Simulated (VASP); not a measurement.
Input of a VASP 6.6.1 run:

Contents of INCAR:

```
ALGO = Normal
EDIFF = 1E-7
ENCUT = 520
GGA = PE
ISIF = 2
ISMEAR = 0
LASPH = True
LCHARG = False
LREAL = Auto
LWAVE = False
NBANDS = 94
NELM = 100
PREC = Accurate
SIGMA = 0.1
```

Contents of KPOINTS:

```
k-points
0
Gamma
  5 5 5
```

File POSCAR:

```
Pt
1.0
    3.9702306987     -3.9702306987      3.9702306987
   -3.9702306987     -3.9702306987     -3.9702306987
    3.9702306987      3.9702306987     -3.9702306987
Pt
16
Direct
    0.5000000000      0.7500000000      0.7500000000
    0.7500000000      0.7500000000      0.5000000000
    0.7500000000      0.5000000000      0.7500000000
    0.0000000000      0.7500000000      0.2500000000
    0.0000000000      0.5000000000      0.5000000000
    0.0000000000      0.2500000000      0.7500000000
    0.2500000000      0.7500000000      0.0000000000
    0.2500000000      0.5000000000      0.2500000000
    0.2500000000      0.2500000000      0.5000000000
    0.2500000000      0.0000000000      0.7500000000
    0.5000000000      0.5000000000      0.0000000000
    0.5000000000      0.2500000000      0.2500000000
    0.5000000000      0.0000000000      0.5000000000
    0.7500000000      0.2500000000      0.0000000000
    0.7500000000      0.0000000000      0.2500000000
    0.0000000000      0.0000000000      0.0000000000
```

Potentials or basis: VASP PAW PBE potentials, release 64 (Pt).

Run with:

```sh
$ cat potpaw_PBE.64/Pt/POTCAR > POTCAR
$ mpirun -np 1 vasp_std > vasp.out
```

**Question.** Predict the band gap on the k mesh.

**Answer.** Zero (band 80 reaches 11.03 eV, above the bottom of band 81 at 10.41 eV).

**Question.** What does it give for the pressure?

**Answer.** -0.5 GPa.

Caveat: spin-orbit coupling is left out, which moves the levels of the heavy elements.
